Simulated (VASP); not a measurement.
A run of VASP 6.6.1 is set up as follows.

The input INCAR:

```
ALGO     = Normal         # electronic algorithm
EDIFF    = 1E-6           # SCF threshold, eV
EDIFFG   = -0.01          # ionic threshold
ENCUT    = 600            # plane-wave cutoff, eV
GGA      = PE             # functional
IBRION   = 2              # ionic algorithm
ISIF     = 3              # what is computed and relaxed
ISMEAR   = 0              # smearing method
LASPH    = True           # aspherical terms in the spheres
LCHARG   = False          # write CHGCAR
LREAL    = False          # projectors in reciprocal space
LWAVE    = False          # write WAVECAR
NELM     = 100            # most SCF steps
NSW      = 100            # ionic steps
PREC     = Accurate       # precision mode
SIGMA    = 0.1            # smearing width, eV
```

Contents of KPOINTS:

```
k-points
0
Gamma
  12 12 12
```

File POSCAR:

```
Si3C2
1.0
    1.4824299576      0.8558813351      6.5705848181
   -1.4824299576      0.8558813351      6.5705848181
    0.0000000000     -1.7117626702      6.5705848181
Si C
3 2
Direct
    0.0000000000      0.0000000000      0.0000000000
    0.2162126625      0.2162126625      0.2162126625
    0.7837873375      0.7837873375      0.7837873375
    0.3969883671      0.3969883671      0.3969883671
    0.6030116329      0.6030116329      0.6030116329
```

Potentials or basis: VASP PAW PBE potentials, release 64 (Si, C).

Launch:

```sh
$ cat potpaw_PBE.64/Si/POTCAR potpaw_PBE.64/C/POTCAR > POTCAR
$ mpirun -np 1 vasp_std > vasp.out
```

Problem. Predict the relaxed volume.

Solution. 9.95 Å³/atom.

Problem. What does it give for the relaxed cell?

Solution. a = 6.803 Å, b = 6.803 Å, c = 6.803 Å, α = 25.07°, β = 25.07°, γ = 25.07°.

Problem. What does it give for the space group after relaxing (to 0.1 Å)?

Solution. R-3m (No. 166).

Forces on the atoms (eV/Å):
```
Si   0.000  0.000  0.000
Si   0.000  0.000  0.003
Si   0.000  0.000 -0.003
C    0.000  0.000 -0.003
C    0.000  0.000  0.003
```
